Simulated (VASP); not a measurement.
Wanted: the native input for a VASP 6.6.1 run.

```yaml
Task: single point
Functional: r2SCAN
Potentials_or_basis: VASP PAW PBE potentials, release 64 (Na_pv, Cl)
Cutoff: 520 eV
k_mesh: 8 × 8 × 8
Occupations: gaussian, width 0.01 eV
Spin: no spin polarisation
Dipole_correction: no
Further_INCAR_settings: ALGO = Normal; EDIFF = 1e-06; NBANDS = 14
```

NaCl:

```
Na Cl
1.0
     0.00000    2.65466    2.65466
     2.65466    0.00000    2.65466
     2.65466    2.65466    0.00000
Na Cl
1 1
Direct
  0.00000 0.00000 0.00000
  0.50000 0.50000 0.50000
```

The input as run:

POSCAR

```
NaCl
1.0
    0.0000000000      2.6546605806      2.6546605806
    2.6546605806      0.0000000000      2.6546605806
    2.6546605806      2.6546605806      0.0000000000
Na Cl
1 1
Direct
    0.0000000000      0.0000000000      0.0000000000
    0.5000000000      0.5000000000      0.5000000000
```

INCAR.step1

```
SYSTEM = NaCl
PREC = Accurate
ENCUT = 520
ISMEAR = 0
SIGMA = 0.01
LREAL = .False.
LASPH = .True.
NELM = 60
NBANDS = 14
GGA = PE
ALGO = Normal
EDIFF = 1E-4
LWAVE = .True.
LCHARG = .False.
```

INCAR.step2

```
SYSTEM = NaCl
PREC = Accurate
ENCUT = 520
EDIFF = 1E-6
ISMEAR = 0
SIGMA = 0.01
LREAL = .False.
LASPH = .True.
NELM = 60
ALGO = Normal
ISIF = 2
LWAVE = .False.
LCHARG = .False.
METAGGA = R2SCAN
LMIXTAU = .True.
NBANDS = 14
ISTART = 1
```

KPOINTS

```
regular mesh
0
Gamma
  8 8 8
  0 0 0
```

Potentials or basis: VASP PAW PBE potentials, release 64 (Na_pv, Cl).

Launch:

```console
$ cat potpaw_PBE.64/Na_pv/POTCAR potpaw_PBE.64/Cl/POTCAR > POTCAR
$ cp INCAR.step1 INCAR
$ mpirun -np 1 vasp_std > vasp.out
$ cp INCAR.step2 INCAR
$ mpirun -np 1 vasp_std > vasp.out
```

Results of the run:

```json
{"Pressure": "6.2 GPa", "Band gap on the k mesh": "6.78 eV, direct"}
```

Caveat: the PAW data sets were made with another functional, which shifts forces and pressure a little.

Wall time 28 s on 1 thread of Intel(R) Xeon(R) 6975P-C (Granite Rapids) (shared host), peak memory 0.16 GiB.
